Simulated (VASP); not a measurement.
# Al16N17 (a cell with a defect) in VASP: single point with PBE

Aim: the single point of Al16N17 (a cell with a defect) with PBE.

Everything below comes from runs of VASP 6.6.1. Logs are shortened: lines on timing, memory, paths and dates and some standing lists are left out, and cuts for length are marked.

## (1) The cell of the first run

The cell holds a defect, 33 atoms: a = 6.260 Å, b = 6.260 Å, c = 10.036 Å, α = 90.00°, β = 90.00°, γ = 120.00°.

## (2) Single point, PBE, collinear spin (with an interstitial atom, then relaxed in part)

Input file INCAR:

```
PREC     = Accurate       # precision mode
ENCUT    = 520            # plane-wave cutoff, eV
EDIFF    = 1E-6           # SCF threshold, eV
ISMEAR   = 0              # smearing method
SIGMA    = 0.02           # smearing width, eV
LREAL    = Auto         
LASPH    = T              # aspherical terms in the spheres
NELM     = 150            # most SCF steps
ALGO     = Normal         # electronic algorithm
ISIF     = 2              # what is computed and relaxed
LWAVE    = F              # write WAVECAR
LCHARG   = F              # write CHGCAR
ISPIN    = 2              # spin polarisation
MAGMOM   = 0 0 0 0 0 0 0 0 0 0 0 0 0 0 0 0 0 0 0 0 0 0 0 0 0 0 0 0 0 0 0 0 1 # initial moments
LORBIT   = 11             # projections on sites
GGA      = PE             # functional
NBANDS   = 92             # bands
```

Input file KPOINTS:

```
Automatic mesh
0
Gamma
  2 2 2
```

Input file POSCAR:

```
Al16N17
1.0
    3.1302084199     -5.4216800216      0.0000000000
   -6.2604168399      0.0000000000      0.0000000000
    0.0000000000      0.0000000000    -10.0360866438
Al N
16 17
Direct
    0.3346337059      0.1637487894      0.2491072892
    0.3308493195      0.1296742892      0.7406078470
    0.8302870323      0.1626255154      0.2492182406
    0.8062187110      0.1340420638      0.7441300416
    0.3358899041      0.6690213286      0.2523618818
    0.3372023206      0.6742482903      0.7358219446
    0.8332031924      0.6636554828      0.2453703214
    0.8274857203      0.6515118692      0.7494460829
    0.1664874226      0.3378750221      0.0156963991
    0.1641198969      0.3253669069      0.4954816193
    0.6644953636      0.3286100023     -0.0007973603
    0.6672974535      0.3300320832      0.4966552312
    0.1683906346      0.8337812237     -0.0027696104
    0.1608832608      0.8260773778      0.4950424413
    0.6658167555      0.8316851849     -0.0020530150
    0.6690655771      0.8267708033      0.4960287281
    0.3359918826      0.1674327244      0.0612685167
    0.3330773235      0.1604497634      0.5543775566
    0.8284046716      0.1639064938      0.0614879653
    0.8316141039      0.1607277565      0.5566918838
    0.3393532575      0.6770140706      0.0674796938
    0.3323067357      0.6609708993      0.5499837278
    0.8332599173      0.6640189071      0.0547335827
    0.8317022441      0.6596184466      0.5585735970
    0.1657510779      0.3302147313      0.3067180058
    0.1809008719      0.4050550018      0.8352409649
    0.6674365775      0.3320765486      0.3084703785
    0.6554821637      0.3130753115      0.8060983742
    0.1636719102      0.8311794642      0.3081047518
    0.1609651200      0.8078264810      0.8057580827
    0.6701066736      0.8308422283      0.3088574276
    0.6468355290      0.8052476710      0.8061579172
    0.0831034349      0.1545116179      0.8216241432
```

Potentials or basis: VASP PAW PBE potentials, release 64 (Al, N).

Launch:

```
$ cat potpaw_PBE.64/Al/POTCAR potpaw_PBE.64/N/POTCAR > POTCAR
$ mpirun -np 1 vasp_std > vasp.out
```

OUTCAR:

```text
PREC = Accurate
   ENCUT = 520
   EDIFF = 1E-6
   ISMEAR = 0
   LREAL = Auto
   LASPH = T
   NELM = 150
   ISIF = 2
   ISPIN = 2
   LORBIT = 11
   GGA = PE

 ion  position               nearest neighbor table
   1  0.335  0.164  0.249-  17 1.89  29 1.90  27 1.90  25 1.91   9 2.99  10 3.06  12 3.07  14 3.07
                            11 3.08  13 3.10   5 3.10   3 3.11   7 3.13   7 3.14   3 3.15   5 3.16
   2  0.331  0.130  0.741-  33 1.83  30 1.86  18 1.88  28 1.88  26 2.52   6 2.87   4 2.96  14 2.97
                            13 3.04  12 3.06   8 3.08  10 3.15  11 3.17   8 3.19   4 3.30
   3  0.830  0.163  0.249-  19 1.88  31 1.90  27 1.90  25 1.91   9 2.97  12 3.06  10 3.06  16 3.07
                            11 3.09   5 3.09  15 3.09   1 3.11   7 3.13   7 3.13   1 3.15   5 3.17
   4  0.806  0.134  0.744-  33 1.84  20 1.89  32 1.89  28 1.90  26 2.29   6 2.91   2 2.96  16 3.00
                            15 3.03  12 3.08   8 3.09  11 3.15  10 3.16   8 3.18   2 3.30   6 3.35
   5  0.336  0.669  0.252-  21 1.86  29 1.90  31 1.90  25 1.92   9 2.98  14 3.03  16 3.04  10 3.07
                             3 3.09   1 3.10  15 3.12  13 3.13   7 3.13   7 3.13   1 3.16   3 3.17
   6  0.337  0.674  0.736-  26 1.77  30 1.83  32 1.83  22 1.87   2 2.87   4 2.91  14 3.00  16 3.01
                            10 3.07   8 3.13   8 3.15  13 3.17  15 3.18   9 3.35   4 3.35
   7  0.833  0.664  0.245-  29 1.90  31 1.90  27 1.91  23 1.91  11 3.07  14 3.07  15 3.08  16 3.08
                            13 3.08  12 3.10   1 3.13   3 3.13   5 3.13   5 3.13   3 3.13   1 3.14
   8  0.827  0.652  0.749-  30 1.90  32 1.90  24 1.92  28 1.92  11 3.06   2 3.08  12 3.08   4 3.09
                            13 3.10  15 3.11  16 3.12   6 3.13  14 3.13   6 3.15   4 3.18   2 3.19
   9  0.166  0.338  0.016-  26 1.85  19 1.89  17 1.90  21 1.91  33 2.19   3 2.97   5 2.98   1 2.99
                            13 3.10  15 3.11  11 3.12  11 3.15  15 3.16  13 3.17   6 3.35   4 3.36
  10  0.164  0.325  0.495-  25 1.89  22 1.90  18 1.90  20 1.90   1 3.06   3 3.06   6 3.07   5 3.07
                            16 3.11  14 3.12  12 3.13  12 3.14  14 3.14   2 3.15  16 3.15   4 3.16
  11  0.664  0.329  0.999-  17 1.89  19 1.89  23 1.90  28 1.94   8 3.06   7 3.07   1 3.08   3 3.09
                            13 3.10  15 3.12   9 3.12  15 3.15   4 3.15   9 3.15  13 3.16   2 3.17
  12  0.667  0.330  0.497-  27 1.89  24 1.89  18 1.90  20 1.91   2 3.06   3 3.06   1 3.07   8 3.08
                             4 3.08  14 3.10   7 3.10  16 3.10  10 3.13  10 3.14  16 3.16  14 3.16
  13  0.168  0.834  0.997-  23 1.91  21 1.91  17 1.92  30 1.93   2 3.04   7 3.08   1 3.10   8 3.10
                            11 3.10   9 3.10  15 3.12   5 3.13  15 3.14  11 3.16   9 3.17   6 3.17
  14  0.161  0.826  0.495-  29 1.88  24 1.90  22 1.91  18 1.91   2 2.97   6 3.00   5 3.03   7 3.07
                             1 3.07  16 3.08  12 3.10  10 3.12   8 3.13  10 3.14  12 3.16  16 3.18
  15  0.666  0.832  0.998-  21 1.90  23 1.90  19 1.91  32 1.93   4 3.03   7 3.08   3 3.09   8 3.11
                             9 3.11  11 3.12   5 3.12  13 3.12  13 3.14  11 3.15   9 3.16   6 3.18
  16  0.669  0.827  0.496-  31 1.88  24 1.90  22 1.90  20 1.91   4 3.00   6 3.01   5 3.04   3 3.07
                             7 3.08  14 3.08  12 3.10  10 3.11   8 3.12  10 3.15  12 3.16  14 3.18
  17  0.336  0.167  0.061-   1 1.89  11 1.89   9 1.90  13 1.92
  18  0.333  0.160  0.554-   2 1.88  12 1.90  10 1.90  14 1.91
  19  0.828  0.164  0.061-   3 1.88  11 1.89   9 1.89  15 1.91
  20  0.832  0.161  0.557-   4 1.89  10 1.90  12 1.91  16 1.91
  21  0.339  0.677  0.067-   5 1.86  15 1.90   9 1.91  13 1.91
  22  0.332  0.661  0.550-   6 1.87  10 1.90  16 1.90  14 1.91
  23  0.833  0.664  0.055-  11 1.90  15 1.90  13 1.91   7 1.91
  24  0.832  0.660  0.559-  12 1.89  16 1.90  14 1.90   8 1.92
  25  0.166  0.330  0.307-  10 1.89   1 1.91   3 1.91   5 1.92
  26  0.181  0.405  0.835-  33 1.38   6 1.77   9 1.85   4 2.29   2 2.52
  27  0.667  0.332  0.308-  12 1.89   3 1.90   1 1.90   7 1.91
  28  0.655  0.313  0.806-   2 1.88   4 1.90   8 1.92  11 1.94
  29  0.164  0.831  0.308-  14 1.88   5 1.90   1 1.90   7 1.90
  30  0.161  0.808  0.806-   6 1.83   2 1.86   8 1.90  13 1.93
  31  0.670  0.831  0.309-  16 1.88   3 1.90   5 1.90   7 1.90
  32  0.647  0.805  0.806-   6 1.83   4 1.89   8 1.90  15 1.93
  33  0.083  0.155  0.822-  26 1.38   2 1.83   4 1.84   9 2.19

  LATTYP: Found a hexagonal cell.
 ALAT       =     6.2604168398
 C/A-ratio  =     1.6031019820

  Lattice vectors:

 A1 = (   3.1302084199,  -5.4216800216,   0.0000000000)
 A2 = (  -6.2604168399,   0.0000000000,   0.0000000000)
 A3 = (   0.0000000000,   0.0000000000, -10.0360866438)

Analysis of symmetry for initial positions (statically):
=====================================================================
 Subroutine PRICEL returns:
 Original cell was already a primitive cell.

 Routine SETGRP: Setting up the symmetry group for a
 hexagonal supercell.

 Subroutine GETGRP returns: Found  1 space group operations
 (whereof  1 operations were pure point group operations)
 out of a pool of 24 trial point group operations.

The static configuration has the point symmetry C_1 .

[... 173 lines left out ...]
   EDIFFG = 0.1E-04   stopping-criterion for IOM
   NSW    =      0    number of steps for IOM
   IBRION =     -1    ionic relax: 0-MD 1-quasi-New 2-CG
   NFREE  =      0    steps in history (QN), initial steepest desc. (CG)
   ISIF   =      2    stress and relaxation
   ISYM   =      2    0-nonsym 1-usesym 2-fastsym
   POTIM  = 0.5000    time-step for ionic-motion
   TEBEG  =    0.0;   TEEND  =   0.0 temperature during run
   PSTRESS=    0.0 pullay stress
   NELECT =     133.0000    total number of electrons
   NUPDOWN=      -1.0000    fix difference up-down
   EMIN   =  10.00;   EMAX   =-10.00  energy-range for DOS
   EFERMI =   0.00;   METHOD = LEGACY
   ISMEAR =     0;   SIGMA  =   0.02  broadening in eV -4-tet -1-fermi 0-gaus
   EFERMI_NEDOS =   21; number of points for ismear=-14 and -15
   IALGO  =     38    algorithm
   IMIX   =      4    mixing-type and parameters
     AMIX     =   0.40;   BMIX     =  1.00
     AMIX_MAG =   1.60;   BMIX_MAG =  1.00
  volume/ion in A,a.u.               =      10.32        69.66
  Fermi-wavevector in a.u.,A,eV,Ry     =   1.196534  2.261120 19.479358  1.431692
  Thomas-Fermi vector in A             =   2.332471
   LORBIT       =     11    0 simple, 1 ext, 2 COOP (PROOUT), +10 PAW based schemes
   GGA     = PE    functional components
   LHFCALC =     F    Hartree Fock is set to
   AEXX    =    0.0000 exact exchange contribution
   IVDW    =     0    specifies the selected vdW correction
   LEPSILON=     F    determine dielectric tensor
   LRPA    =     F    only Hartree local field effects (RPA)
 spin polarized calculation
 Gauss-broadening in eV      SIGMA  =   0.02
  energy-cutoff  :      520.00
  volume of cell :      340.64
 maximum number of plane-waves:      9194
 NGX is ok and might be reduce to    48
   NGX = 23   NGY = 23   NGZ = 37

 number of electron     133.0000001 magnetization       0.4999998

 Free energy of the ion-electron system (eV)
  ---------------------------------------------------
  ext. energy  EPLUGINS =         0.00000000
  ---------------------------------------------------
  free energy    TOTEN  =      -240.94230017 eV

  energy without entropy =     -240.94230017  energy(sigma->0) =     -240.94230017

 E-fermi :   7.9738     XC(G=0): -10.9406

 val. band max:        7.8426470638   @ k =   0.5000   0.0000   0.5000
 cond. band min:       8.1344080229   @ k =   0.5000   0.5000   0.0000
 fundamental gap:      0.2917609591
 Fermi energy:         7.9738140611

 spin component 1

 k-point     1 :       0.0000    0.0000    0.0000
  band No.  band energies     occupation
      1     -12.2022      1.00000
      2      -8.9131      1.00000
      3      -8.1259      1.00000
      4      -7.9187      1.00000
      5      -7.2190      1.00000
      6      -7.1692      1.00000
[... 637 lines left out ...]
     77      13.2634      0.00000
     78      13.3239      0.00000
 Fermi energy:         7.9738140611

 spin component 2

 k-point     1 :       0.0000    0.0000    0.0000
  band No.  band energies     occupation
      1     -11.9983      1.00000
      2      -8.9079      1.00000
      3      -8.1240      1.00000
      4      -7.8988      1.00000
      5      -7.2140      1.00000
      6      -7.1600      1.00000
[... 637 lines left out ...]
     77      13.2712      0.00000
     78      13.3310      0.00000
 [bands above 78 left out]

------------------------ aborting loop because EDIFF is reached ----------------------------------------

  FORCE on cell =-STRESS in cart. coord.  units (eV):
  Direction    XX          YY          ZZ          XY          YZ          ZX
  --------------------------------------------------------------------------------------
  -------------------------------------------------------------------------------------
  Total       15.1412796     11.2432148     11.5809953      2.3812061      0.6403434      2.0324913
  in kB       71.2150243     52.8809875     54.4696935     11.1996909      3.0117713      9.5595563
  external PRESSURE =      59.5219018 kB  Pullay stress =       0.0000000 kB

 VOLUME and BASIS-vectors are now :
 -----------------------------------------------------------------------------
  energy-cutoff  :      520.00
  volume of cell :      340.64
      direct lattice vectors                 reciprocal lattice vectors
     3.130208420 -5.421680022  0.000000000     0.000000000 -0.184444673  0.000000000
    -6.260416840  0.000000000  0.000000000    -0.159733773 -0.092222337  0.000000000
     0.000000000  0.000000000-10.036086644     0.000000000  0.000000000 -0.099640431

 POSITION                                       TOTAL-FORCE (eV/Angst)
 -----------------------------------------------------------------------------------
      0.02234     -1.81428     -2.50006         0.001328     -0.001275      0.001098
      0.22381     -1.79376     -7.43280        -0.001425      0.005282     -0.008460
      1.58087     -4.50155     -2.50118         0.000603     -0.000507      0.001010
      1.68447     -4.37106     -7.46815         0.007868      0.004813      0.000945
     -3.13695     -1.82109     -2.53273        -0.003921     -0.002822     -0.004652
     -3.16556     -1.82820     -7.38477         0.014168      0.007454     -0.002502
[... 25 lines left out ...]
     -3.01646     -3.50694     -8.09067         0.005559     -0.001587     -0.003929
     -0.70718     -0.45056     -8.24589         0.104863      0.033540      0.029170
 -----------------------------------------------------------------------------------
    total drift:                                0.008862      0.009017      0.008850

  FREE ENERGIE OF THE ION-ELECTRON SYSTEM (eV)
  ---------------------------------------------------
  free  energy   TOTEN  =      -240.9423001723 eV

  energy  without entropy=     -240.9423001723  energy(sigma->0) =     -240.94230017

 total charge

# of ion       s       p       d       tot
------------------------------------------
    1        0.367   0.437   0.000   0.804
    2        0.383   0.464   0.000   0.847
    3        0.367   0.439   0.000   0.805
    4        0.369   0.447   0.000   0.816
    5        0.369   0.443   0.000   0.812
    6        0.394   0.510   0.000   0.904
[... 25 lines left out ...]
   32        1.234   2.632   0.000   3.867
   33        1.277   2.604   0.000   3.881
--------------------------------------------------
tot         26.771  51.799   0.000  78.570

 magnetization (x)

# of ion       s       p       d       tot
------------------------------------------
    1       -0.000  -0.000   0.000  -0.000
    2        0.001   0.006   0.000   0.006
    3       -0.000  -0.000   0.000  -0.000
    4        0.001   0.004   0.000   0.005
    5        0.000   0.000   0.000   0.000
    6       -0.000  -0.001   0.000  -0.001
[... 25 lines left out ...]
   32        0.002   0.032   0.000   0.034
   33        0.005   0.119   0.000   0.123
--------------------------------------------------
tot          0.014   0.348   0.000   0.362
```

Run time: 14 min. Hardware: 1 thread of Oxide Virtual Turin-like, shared host; peak memory 0.72 GiB.

What came out:

| Item | Value |
| --- | --- |
| Free energy | -240.9423 eV |
| Pressure | 6.0 GPa |
| Largest force | 0.127 eV/Å |
| Net moment | 0.50 μB per cell |
| Site moments | Al -0.00, +0.01, +0.00 (each value once); N +0.00, -0.00, +0.16, +0.03, +0.12 (each value once) μB |
| Valence electrons inside the program's atomic spheres | Al 0.80, 0.85, 0.81, 0.82, 0.90, 0.78, 0.79 (each value once); N 3.86, 3.85, 3.87, 3.88, 3.84 (each value once) |

Forces in eV/Å, atoms in the order of the input:
```
Al   0.001 -0.001  0.001
Al  -0.001  0.005 -0.008
Al   0.001 -0.001  0.001
Al   0.008  0.005  0.001
Al  -0.004 -0.003 -0.005
Al   0.014  0.007 -0.003
Al   0.002  0.000  0.000
Al  -0.004  0.001 -0.004
Al  -0.005 -0.001  0.008
Al   0.003  0.000 -0.003
Al  -0.003  0.000  0.006
Al   0.003  0.000  0.000
Al  -0.001 -0.003  0.006
Al   0.001  0.003 -0.002
Al   0.002  0.001  0.009
Al   0.001  0.000  0.001
N   -0.003  0.003  0.006
N   -0.001 -0.002 -0.002
N    0.000 -0.003  0.003
N   -0.002  0.002  0.001
N   -0.003 -0.002  0.002
N   -0.001  0.000 -0.010
N    0.003  0.001 -0.001
N   -0.001  0.000 -0.001
N   -0.002 -0.001 -0.003
N   -0.114 -0.053 -0.017
N    0.000  0.000 -0.001
N    0.001  0.003  0.001
N    0.000 -0.001 -0.004
N   -0.005  0.007 -0.007
N   -0.001  0.002 -0.002
N    0.006 -0.002 -0.004
N    0.105  0.034  0.029
```

Levels at points of the mesh, in eV from the Fermi level:
Spin up:
```
           k point  band 65  band 66  band 67  band 68  band 69  band 70
(0.00, 0.00, 0.00)    -1.96    -1.10    -0.67     2.04     2.76     3.16
(0.50, 0.00, 0.00)    -2.22    -0.62    -0.13     3.25     3.70     4.08
(0.00, 0.50, 0.00)    -2.21    -0.57     0.22     3.42     3.84     3.99
(0.50, 0.50, 0.00)    -2.25    -0.66    -0.32     3.29     3.82     3.99
(0.00, 0.00, 0.50)    -2.02    -1.11    -0.73     2.38     2.75     3.11
(0.50, 0.00, 0.50)    -2.27    -0.58    -0.13     3.31     3.67     4.04
(0.00, 0.50, 0.50)    -2.16    -0.59     0.23     3.39     3.69     4.07
(0.50, 0.50, 0.50)    -2.28    -0.65    -0.31     3.33     3.80     4.02
```
Spin down:
```tsv
k point	band 62	band 63	band 64	band 65	band 66	band 67	band 68	band 69	band 70	band 71
(0.00, 0.00, 0.00)	-2.38	-2.02	-1.99	-1.95	-0.63	-0.51	2.04	2.77	3.16	3.29
(0.50, 0.00, 0.00)	-2.40	-2.33	-2.30	-2.22	-0.50	0.35	3.26	3.71	4.08	4.26
(0.00, 0.50, 0.00)	-2.34	-2.27	-2.22	-2.12	-0.46	0.74	3.43	3.86	4.00	4.19
(0.50, 0.50, 0.00)	-2.34	-2.30	-2.27	-2.24	-0.53	0.16	3.30	3.84	4.00	4.26
(0.00, 0.00, 0.50)	-2.35	-2.30	-2.02	-2.01	-0.67	-0.55	2.39	2.76	3.11	3.14
(0.50, 0.00, 0.50)	-2.46	-2.41	-2.37	-2.26	-0.46	0.35	3.32	3.69	4.05	4.09
(0.00, 0.50, 0.50)	-2.47	-2.39	-2.30	-2.06	-0.48	0.75	3.40	3.71	4.07	4.17
(0.50, 0.50, 0.50)	-2.46	-2.39	-2.29	-2.23	-0.51	0.16	3.34	3.82	4.03	4.09
```

Caveat: the k points lie up to 0.58 Å⁻¹ apart; the cell differs from its parent crystal (with an interstitial atom, then relaxed in part).
